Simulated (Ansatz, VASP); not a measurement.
## C: VASP beside Ansatz

```
C
1.0
     0.00000    1.78337    1.75959
     1.78337    0.00000    1.75959
     1.78337    1.78337    0.00000
C
2
Direct
  0.00000 0.00000 0.00000
  0.25000 0.25000 0.25000
```

Alike in both runs: task single point; functional PBE; k mesh 10 × 10 × 10; occupations fermi-dirac, width 0.02 eV; no spin polarisation.

```csv
,VASP,Ansatz
version,VASP 6.6.1,Ansatz 0.2.0
potentials or method,"VASP PAW PBE potentials, release 64 (C), cutoff 520 eV","plane waves, PAW"
valence electrons in the cell,8,8
```

```csv
,VASP,Ansatz,Ansatz less VASP
pressure (GPa),8.6,7.9,-0.69
"traceless stress, the component that is largest in VASP (GPa)",8.32,8.33,+0.006
```
